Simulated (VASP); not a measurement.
# Ag (Im-3m) in VASP: further runs, part 2 of 2

VASP 6.6.1.

### 3 Single point, r2SCAN (functional r2SCAN, strained)

POSCAR

```
Ag
1.0
   -1.6524254747      1.6524254747      1.6524254747
    1.6524254747     -1.6524254747      1.6524254747
    1.6524254747      1.6524254747     -1.6524254747
Ag
1
Direct
    0.0000000000      0.0000000000      0.0000000000
```

INCAR.step1

```
SYSTEM = Ag
PREC = Accurate
ENCUT = 520
ISMEAR = 0
SIGMA = 0.1
LREAL = .FALSE.
LASPH = .TRUE.
NELM = 60
NBANDS = 12
GGA = PE
ALGO = Normal
EDIFF = 1E-4
LWAVE = .TRUE.
LCHARG = .FALSE.
```

INCAR.step2

```
SYSTEM = Ag
PREC = Accurate
ENCUT = 520
EDIFF = 1E-6
ISMEAR = 0
SIGMA = 0.1
LREAL = .FALSE.
LASPH = .TRUE.
NELM = 60
ALGO = Normal
ISIF = 2
LWAVE = .FALSE.
LCHARG = .FALSE.
METAGGA = R2SCAN
LMIXTAU = .TRUE.
NBANDS = 12
ISTART = 1
```

KPOINTS

```
Automatic mesh
0
G
  18 18 18
  0 0 0
```

Potentials or basis: VASP PAW PBE potentials, release 64 (Ag).

Command:

```bash
$ cat potpaw_PBE.64/Ag/POTCAR > POTCAR
$ cp INCAR.step1 INCAR
$ mpirun -np 1 vasp_std > vasp.out
$ cp INCAR.step2 INCAR
$ mpirun -np 1 vasp_std > vasp.out
```

OUTCAR:

```text
SYSTEM = Ag
   PREC = Accurate
   ENCUT = 520
   EDIFF = 1E-6
   ISMEAR = 0
   LREAL = .FALSE.
   LASPH = .TRUE.
   NELM = 60
   ISIF = 2
   METAGGA = R2SCAN
   ISTART = 1

 ion  position               nearest neighbor table
   1  0.000  0.000  0.000-

  LATTYP: Found a body centered cubic cell.
 ALAT       =     3.3048509494

  Lattice vectors:

 A1 = (  -1.6524254747,   1.6524254747,   1.6524254747)
 A2 = (   1.6524254747,  -1.6524254747,   1.6524254747)
 A3 = (   1.6524254747,   1.6524254747,  -1.6524254747)

Analysis of symmetry for initial positions (statically):
=====================================================================
 Subroutine PRICEL returns:
 Original cell was already a primitive cell.

 Routine SETGRP: Setting up the symmetry group for a
 body centered cubic supercell.

 Subroutine GETGRP returns: Found 48 space group operations
 (whereof 48 operations were pure point group operations)
 out of a pool of 48 trial point group operations.

The static configuration has the point symmetry O_h .

Analysis of symmetry for dynamics (positions and initial velocities):
=====================================================================
 Subroutine PRICEL returns:
 Original cell was already a primitive cell.

 Routine SETGRP: Setting up the symmetry group for a
 body centered cubic supercell.

 Subroutine GETGRP returns: Found 48 space group operations
 (whereof 48 operations were pure point group operations)
 out of a pool of 48 trial point group operations.

The dynamic configuration has the point symmetry O_h .

 Subroutine INISYM returns: Found 48 space group operations
 (whereof 48 operations are pure point group operations),
 and found     1 'primitive' translations

----------------------------------------------------------------------------------------

                                     Primitive cell

  volume of cell :      18.0479

[... 109 lines left out ...]
  Thomas-Fermi vector in A             =   2.512190
   LORBIT       =      0    0 simple, 1 ext, 2 COOP (PROOUT), +10 PAW based schemes
   METAGGA = R2SCAN    functional components
   LHFCALC =     F    Hartree Fock is set to
   AEXX    =    0.0000 exact exchange contribution
   IVDW    =     0    specifies the selected vdW correction
   LEPSILON=     F    determine dielectric tensor
   LRPA    =     F    only Hartree local field effects (RPA)
 non-spin polarized calculation
 Gauss-broadening in eV      SIGMA  =   0.10
  energy-cutoff  :      520.00
  volume of cell :       18.05
 maximum number of plane-waves:       498
 NGX is ok and might be reduce to    24
   NGX = 11   NGY = 11   NGZ = 11

 number of electron      11.0000003 magnetization

 Free energy of the ion-electron system (eV)
  ---------------------------------------------------
  ext. energy  EPLUGINS =         0.00000000
  ---------------------------------------------------
  free energy    TOTEN  =       -21.31532838 eV

  energy without entropy =      -21.31360142  energy(sigma->0) =      -21.31446490

 E-fermi :   7.7106     XC(G=0): -12.5724

 val. band max:        7.7051164489   @ k =  -0.3889   0.4444   0.1111
 cond. band min:       7.8232968170   @ k =   0.5000   0.0000   0.0000
 fundamental gap:      0.1181803681
 Fermi energy:         7.7105503782

 k-point     1 :       0.0000    0.0000    0.0000
  band No.  band energies     occupation
      1       0.1498      2.00000
      2       2.6270      2.00000
      3       2.6270      2.00000
      4       2.6270      2.00000
      5       3.8612      2.00000
      6       3.8612      2.00000
      7      26.1631      0.00000
      8      26.1631      0.00000
      9      26.1631      0.00000
     10      31.7461      0.00000
     11      31.7461      0.00000
     12      31.7461      0.00000
[... 331 lines left out ...]
 k-point    24 :       0.3889    0.1111    0.0000
  band No.  band energies     occupation
      1       1.4826      2.00000
      2       1.9914      2.00000
      3       3.7202      2.00000
      4       3.8105      2.00000
      5       4.4093      2.00000
      6       7.8677      0.02629
      7      12.6298      0.00000
      8      19.8197      0.00000
      9      21.9992      0.00000
     10      27.9592      0.00000
     11      30.7932      0.00000
     12      32.0702      0.00000

 [... further k-points ...]
[... 5 lines left out ...]
  --------------------------------------------------------------------------------------
  -------------------------------------------------------------------------------------
  Total       -0.3290759     -0.3290759     -0.3290759     -0.0000000     -0.0000000      0.0000000
  in kB      -29.2133276    -29.2133276    -29.2133276     -0.0000000     -0.0000000      0.0000000
  external PRESSURE =     -29.2133276 kB  Pullay stress =       0.0000000 kB

 VOLUME and BASIS-vectors are now :
 -----------------------------------------------------------------------------
  energy-cutoff  :      520.00
  volume of cell :       18.05
      direct lattice vectors                 reciprocal lattice vectors
    -1.652425475  1.652425475  1.652425475     0.000000000  0.302585507  0.302585507
     1.652425475 -1.652425475  1.652425475     0.302585507  0.000000000  0.302585507
     1.652425475  1.652425475 -1.652425475     0.302585507  0.302585507  0.000000000

 POSITION                                       TOTAL-FORCE (eV/Angst)
 -----------------------------------------------------------------------------------
      0.00000      0.00000      0.00000         0.000000      0.000000     -0.000000
 -----------------------------------------------------------------------------------
    total drift:                               -0.000000      0.000000      0.000000

  FREE ENERGIE OF THE ION-ELECTRON SYSTEM (eV)
  ---------------------------------------------------
  free  energy   TOTEN  =       -21.3153283756 eV

  energy  without entropy=      -21.3136014150  energy(sigma->0) =      -21.31446490
```

OSZICAR.step1:

```text
N       E                     dE             d eps       ncg     rms          rms(c)
DAV:   1     0.516660087510E+02    0.51666E+02   -0.54254E+03  4736   0.818E+02
DAV:   2    -0.211702541785E+01   -0.53783E+02   -0.50929E+02  5416   0.191E+02
DAV:   3    -0.291490530454E+01   -0.79788E+00   -0.79715E+00  5468   0.247E+01
DAV:   4    -0.291741385128E+01   -0.25085E-02   -0.25085E-02  5312   0.143E+00
DAV:   5    -0.291743441456E+01   -0.20563E-04   -0.20562E-04  5220   0.116E-01    0.450E+00
DAV:   6    -0.269056172784E+01    0.22687E+00   -0.94595E-01  5112   0.858E+00    0.305E+00
DAV:   7    -0.268479534399E+01    0.57664E-02   -0.53888E-03  5252   0.725E-01    0.175E+00
DAV:   8    -0.268234505708E+01    0.24503E-02   -0.71608E-04  5248   0.210E-01    0.622E-02
DAV:   9    -0.268235562067E+01   -0.10564E-04   -0.87143E-06  2712   0.252E-02
   1 F= -.26823556E+01 E0= -.26812051E+01  d E =-.230097E-02
```

It took 46 s on 1 thread of Intel Xeon 6975P-C (Granite Rapids), shared host; peak memory 0.17 GiB.

Results:

* Free energy: -21.3153 eV
* Pressure: -2.9 GPa

Caveat: the cell differs from its parent crystal (functional r2SCAN, strained); the PAW data sets were made with another functional, which shifts forces and pressure a little.

### 4 Single point, PBE

This run uses another cell than the first one, of 18.15 Å³/atom, 1.063 times its volume.

INCAR

```
PREC     = Accurate       # precision mode
ENCUT    = 520            # plane-wave cutoff, eV
EDIFF    = 1E-6           # SCF threshold, eV
ISMEAR   = 0              # smearing method
SIGMA    = 0.1            # smearing width, eV
LREAL    = False          # projectors in reciprocal space
LASPH    = True           # aspherical terms in the spheres
NELM     = 100            # most SCF steps
ALGO     = Normal         # electronic algorithm
ISIF     = 2              # what is computed and relaxed
LWAVE    = False          # write WAVECAR
LCHARG   = False          # write CHGCAR
GGA      = PE             # functional
NBANDS   = 12             # bands
```

KPOINTS

```
Automatic mesh
0
Gamma
  8 8 8
```

POSCAR

```
Ag
1.0
   -1.6556540000      1.6556540000      1.6556540000
    1.6556540000     -1.6556540000      1.6556540000
    1.6556540000      1.6556540000     -1.6556540000
Ag
1
Direct
    0.0000000000      0.0000000000      0.0000000000
```

Command:

```bash
$ cat potpaw_PBE.64/Ag/POTCAR > POTCAR
$ mpirun -np 1 vasp_std > vasp.out
```

It took 4.9 s on 1 thread of Intel Xeon 8259CL, shared host; peak memory 0.14 GiB.

The run converged. Its results:

| Property | Result |
| --- | --- |
| Free energy | -2.6392 eV |
| Pressure | -0.9 GPa |

Levels at points of the mesh, in eV from the Fermi level:
| k point | band 3 | band 4 | band 5 | band 6 | band 7 | band 8 |
| --- | --- | --- | --- | --- | --- | --- |
| (0.00, 0.00, 0.00) | -4.87 | -4.87 | -3.67 | -3.67 | 17.58 | 17.58 |
| (0.50, 0.00, 0.00) | -3.72 | -3.56 | -2.76 | -0.08 | 3.64 | 12.95 |
| (0.50, 0.50, 0.50) | -2.98 | -2.98 | -2.98 | 6.57 | 6.57 | 6.57 |

### 5 Single point, PBE

This run uses another cell than the first one, of 18.02 Å³/atom, 1.055 times its volume.

INCAR

```
SYSTEM = Ag
PREC = Accurate ; ENCUT = 520
EDIFF = 1E-7 ; ISMEAR = 0
SIGMA = 0.1 ; LREAL = .FALSE.
LASPH = .TRUE. ; NELM = 60
ALGO = Normal ; ISIF = 2
LWAVE = .FALSE. ; LCHARG = .FALSE.
GGA = PE ; NBANDS = 12
```

KPOINTS

```
regular mesh
0
G
  18 18 18
  0 0 0
```

POSCAR

```
Ag
1.0
   -1.6515992186      1.6515992186      1.6515992186
    1.6515992186     -1.6515992186      1.6515992186
    1.6515992186      1.6515992186     -1.6515992186
Ag
1
Direct
    0.0000000000      0.0000000000      0.0000000000
```

Command:

```bash
$ cat potpaw_PBE.64/Ag/POTCAR > POTCAR
$ mpirun -np 1 vasp_std > vasp.out
```

Run time: 29 s. Hardware: 1 thread of Intel Xeon 8259CL, shared host; peak memory 0.17 GiB.

It converged, with:

```yaml
Free_energy: -2.6824 eV
Pressure: -0.1 GPa
```

Levels at points of the mesh, in eV from the Fermi level:
| k point | band 4 | band 5 | band 6 | band 7 | band 8 | band 9 |
| --- | --- | --- | --- | --- | --- | --- |
| (0.00, 0.00, 0.00) | -4.75 | -3.53 | -3.53 | 17.75 | 17.75 | 17.75 |
| (0.50, 0.00, 0.00) | -3.42 | -2.61 | 0.04 | 3.82 | 13.12 | 13.98 |
| (0.50, 0.50, 0.50) | -2.83 | -2.83 | 6.73 | 6.73 | 6.73 | 12.05 |

### 6 The runs side by side

```tsv
level	cell	k mesh	gap on the mesh (eV)	pressure (GPa)
r2SCAN	a = 2.810 Å, angles 109.5°, 1 atom	18 × 18 × 18	none	2.4
r2SCAN	a = 2.862 Å, angles 109.5°, 1 atom	18 × 18 × 18	none	-2.9
PBE	a = 2.868 Å, angles 109.5°, 1 atom	8 × 8 × 8	none	-0.9
PBE	a = 2.861 Å, angles 109.5°, 1 atom	18 × 18 × 18	none	-0.1
```

Alike in all rows: task single point; potentials or basis VASP PAW PBE potentials, release 64 (Ag); no spin polarisation; cutoff (eV) 520; smearing gaussian 0.1 eV.

Caveats: the PAW data sets were made with another functional, which shifts forces and pressure a little (some runs).

Total energies depend on the potentials used, so only differences within one code and one set of settings carry meaning.
